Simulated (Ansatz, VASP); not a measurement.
## Two plane-wave programs on Rh

The input INCAR:

```
PREC     = Accurate       # precision mode
ENCUT    = 520            # plane-wave cutoff, eV
EDIFF    = 1E-7           # SCF threshold, eV
ISMEAR   = 1              # smearing method
SIGMA    = 0.1            # smearing width, eV
LREAL    = Auto         
LASPH    = T              # aspherical terms in the spheres
NELM     = 100            # most SCF steps
ALGO     = Normal         # electronic algorithm
ISIF     = 2              # what is computed and relaxed
LWAVE    = F              # write WAVECAR
LCHARG   = F              # write CHGCAR
GGA      = PE             # functional
NBANDS   = 134            # bands
```

The input KPOINTS:

```
regular mesh
0
Gamma
  6 6 6
```

POSCAR

```
Rh
1.0
   -3.8296348835      3.8296348835      3.8296348835
    3.8296348835     -3.8296348835      3.8296348835
    3.8296348835      3.8296348835     -3.8296348835
Rh
16
Direct
    0.0000000000      0.0000000000      0.0000000000
    0.0000000000      0.2500000000      0.7500000000
    0.0000000000      0.5000000000      0.5000000000
    0.0000000000      0.7500000000      0.2500000000
    0.2500000000      0.0000000000      0.7500000000
    0.2500000000      0.2500000000      0.5000000000
    0.2500000000      0.5000000000      0.2500000000
    0.2500000000      0.7500000000      0.0000000000
    0.5000000000      0.0000000000      0.5000000000
    0.5000000000      0.2500000000      0.2500000000
    0.5000000000      0.5000000000      0.0000000000
    0.5000000000      0.7500000000      0.7500000000
    0.7500000000      0.0000000000      0.2500000000
    0.7500000000      0.2500000000      0.0000000000
    0.7500000000      0.5000000000      0.7500000000
    0.7500000000      0.7500000000      0.5000000000
```

Input for Ansatz:

```yaml
crystal:
  lattice:
    - [-3.8296348835, 3.8296348835, 3.8296348835]
    - [3.8296348835, -3.8296348835, 3.8296348835]
    - [3.8296348835, 3.8296348835, -3.8296348835]
  atoms:
    - { symbol: Rh, position: [0.0, 0.0, 0.0] }
    - { symbol: Rh, position: [0.0, 0.25, 0.75] }
    - { symbol: Rh, position: [0.0, 0.5, 0.5] }
    - { symbol: Rh, position: [0.0, 0.75, 0.25] }
    - { symbol: Rh, position: [0.25, 0.0, 0.75] }
    - { symbol: Rh, position: [0.25, 0.25, 0.5] }
    - { symbol: Rh, position: [0.25, 0.5, 0.25] }
    - { symbol: Rh, position: [0.25, 0.75, 0.0] }
    - { symbol: Rh, position: [0.5, 0.0, 0.5] }
    - { symbol: Rh, position: [0.5, 0.25, 0.25] }
    - { symbol: Rh, position: [0.5, 0.5, 0.0] }
    - { symbol: Rh, position: [0.5, 0.75, 0.75] }
    - { symbol: Rh, position: [0.75, 0.0, 0.25] }
    - { symbol: Rh, position: [0.75, 0.25, 0.0] }
    - { symbol: Rh, position: [0.75, 0.5, 0.75] }
    - { symbol: Rh, position: [0.75, 0.75, 0.5] }
basis:
  ecutwfc: 420
  xc_grid: 2
hamiltonian:
  xc: pbe
  pseudopotentials: { kind: paw, azcp: { folder: soft_1 } }
kpoints:
  mp_grid: { grid: [6, 6, 6] }
scf:
  occupations: { method: methfessel_paxton, width: 0.1 }
  max_iter: 120
output:
  forces: true
  stress: true
```

Alike in both runs: task single point; functional PBE; k mesh 6 × 6 × 6; occupations methfessel-paxton of order 1, width 0.1 eV; no spin polarisation.

```csv
,VASP,Ansatz
version,VASP 6.6.1,Ansatz 0.2.0
potentials or method,"VASP PAW PBE potentials, release 64 (Rh_pv), cutoff 520 eV",plane-wave PAW DFT
valence electrons in the cell,240,272
```

```csv
,VASP,Ansatz,Ansatz less VASP
pressure (GPa),-0.1,-0.1,+0.01
```

With one functional, cell and mesh, what is left measures potentials, basis and numerics. VASP's potentials hold 240 valence electrons a cell and Ansatz's 272, so a difference there can come from the potentials and not from the codes.
